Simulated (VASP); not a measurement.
Wanted: the native input for a VASP 6.6.1 run.

| Property | Result |
| --- | --- |
| Task | single point |
| Functional | PBE |
| Potentials or basis | VASP PAW PBE potentials, release 64 (Sr_sv, Ti_sv, O) |
| Cutoff | 520 eV |
| k mesh | 4 × 2 × 2 |
| Occupations | fermi-dirac, width 0.19 eV |
| Spin | no spin polarisation |
| Dipole correction | no |
| Further INCAR settings | LREAL = Auto; ALGO = Normal; EDIFF = 1e-06; NBANDS = 96 |

The structure of SrTiO3 lies in POSCAR:

```
SrTiO3
1.0
    3.9068515030      0.0000000000      0.0000000000
    0.0000000000      7.8137030060      0.0000000000
    0.0000000000      0.0000000000      7.8137030060
Sr Ti O
4 4 12
Direct
    0.0191025945      0.0130312094     -0.0005944685
   -0.0105898573     -0.0053655738      0.4559062454
   -0.0314485974      0.4926871417     -0.0049571887
   -0.0042202781      0.5043049367      0.5136421229
    0.5596322252      0.2630864007      0.2700660619
    0.4975873791      0.2158577052      0.7594829232
    0.4882537764      0.7116684619      0.2475887551
    0.4919365373      0.7328337148      0.7414759680
    0.5127287276      0.0160166057      0.2370104160
    0.5123076724      0.2630002700      0.0276090606
   -0.0065310903      0.2543599364      0.2794603274
    0.5533020639     -0.0296256461      0.7217883756
    0.4921164776      0.2570105363      0.5339159931
   -0.0489552776      0.2373642815      0.7912949846
    0.5544715478      0.4998184596      0.3072127259
    0.3951445298      0.7411876284      0.0140961334
   -0.0194192177      0.7454507799      0.2619860261
    0.5242487457      0.4862410303      0.7832872577
    0.3860576730      0.7559920047      0.5230243582
   -0.0216204788      0.7259336573      0.7686803549
```

These files were run (other wordings do the same):

INCAR

```
  ALGO = Normal
  EDIFF = 1E-6
  ENCUT = 520
  GGA = PE
  ISIF = 2
  ISMEAR = -1
  LASPH = T
  LCHARG = T
  LELF = T
  LREAL = Auto
  LVHAR = T
  LWAVE = F
  NBANDS = 96
  NELM = 80
  PREC = Accurate
  SIGMA = 0.19
```

KPOINTS

```
k-points
0
Gamma
  4 2 2
```

Potentials or basis: VASP PAW PBE potentials, release 64 (Sr_sv, Ti_sv, O).

Command:

```console
$ cat potpaw_PBE.64/Sr_sv/POTCAR potpaw_PBE.64/Ti_sv/POTCAR potpaw_PBE.64/O/POTCAR > POTCAR
$ mpirun -np 1 vasp_std > vasp.out
```

Results of the run:

```
Pressure               : 12.8 GPa
Largest force          : 5.498 eV/Å
Band gap on the k mesh : 1.86 eV (least direct gap 2.13 eV)
```

Caveat: the cell stands under pressure; the atoms stand as in a frame of molecular dynamics; forces of over 1 eV/Å act on the atoms, so gaps and moduli don't describe the material at rest.

Run time: 5.9 min on 1 thread of AMD EPYC 9R45 96-Core Processor (Zen 5), on a shared host, peak memory 0.38 GiB.
